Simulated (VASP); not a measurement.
Wanted: the native input for a VASP 6.6.1 run.

```yaml
Task: single point
Functional: PBEsol
Potentials_or_basis: VASP PAW PBE potentials, release 64 (N)
Cutoff: 520 eV
k_mesh: 2 × 2 × 2, shifted
Occupations: fermi-dirac, width 0.05 eV
Spin: no spin polarisation
Dipole_correction: no
Further_INCAR_settings: ALGO = Normal; EDIFF = 1e-06; NBANDS = 60
```

The structure of N lies in POSCAR:

```
N
1.0
   -5.4615873331      3.1532489170     -5.9095682501
    5.4615873331      3.1532489170     -5.9095682501
    0.0000000000     -6.3064978340     -5.9095682501
N
18
Direct
    0.3792003042      0.0410346964      0.3897441378
    0.7262403251      0.0093357402      0.0449535445
    0.0312295164      0.3436487630      0.3734574387
    0.7179379614      0.6932035771      0.3702413907
    0.3712013538      0.3579519090      0.0222550994
   -0.0288948678      0.0651082065      0.7151063537
    0.7463656147      0.3467433315      0.6324384319
    0.0396867328      0.7118713517      0.0169564343
    0.3336364891      0.6508900446      0.6999653917
    0.9531442655      0.9430975525      0.2892802800
    0.3243101987      0.9716502089      0.9771587835
    0.6324389258      0.2753398114      0.2916530487
    0.2629984402      0.6284643530      0.3260762377
    0.9618170135      0.3117933512      0.9624122077
    0.6673539911      0.9480055501      0.6311854580
    0.3021462895      0.3075835366      0.6606585816
    0.6487906809      0.6372606996      0.9243012962
    0.9267903463      0.6589898131      0.6494090188
```

This cell differs from its parent crystal: dynamics (nvt langevin) at 450 K, volume x 1.01, from the last frame before.

The input as run:

INCAR

```
SYSTEM = N
ALGO = Normal
EDIFF = 1E-6
ENCUT = 520
GGA = PS
GGA_COMPAT = .FALSE.
ISIF = 2
ISMEAR = -1
LASPH = .TRUE.
LCHARG = .FALSE.
LREAL = .FALSE.
LWAVE = .FALSE.
NBANDS = 60
NELM = 120
PREC = Accurate
SIGMA = 0.05
```

KPOINTS

```
Automatic mesh
0
Gamma
  2 2 2
  0.5 0.5 0.5
```

Potentials or basis: VASP PAW PBE potentials, release 64 (N).

The run is started by

```bash
$ cat potpaw_PBE.64/N/POTCAR > POTCAR
$ mpirun -np 1 vasp_std > vasp.out
```

Results of the run:

The pressure is -8.3 GPa. The largest force is 2.058 eV/Å. The band gap on the k mesh is zero (bands 45 and 46 overlap by 0.04 eV).

Caveat: the k points lie up to 0.38 Å⁻¹ apart; the atoms stand as in a frame of molecular dynamics; the PAW data sets were made with another functional, which shifts forces and pressure a little.

Run time: 6.7 min on 1 thread of Intel(R) Xeon(R) 6975P-C (Granite Rapids) (shared host), peak memory 0.62 GiB.
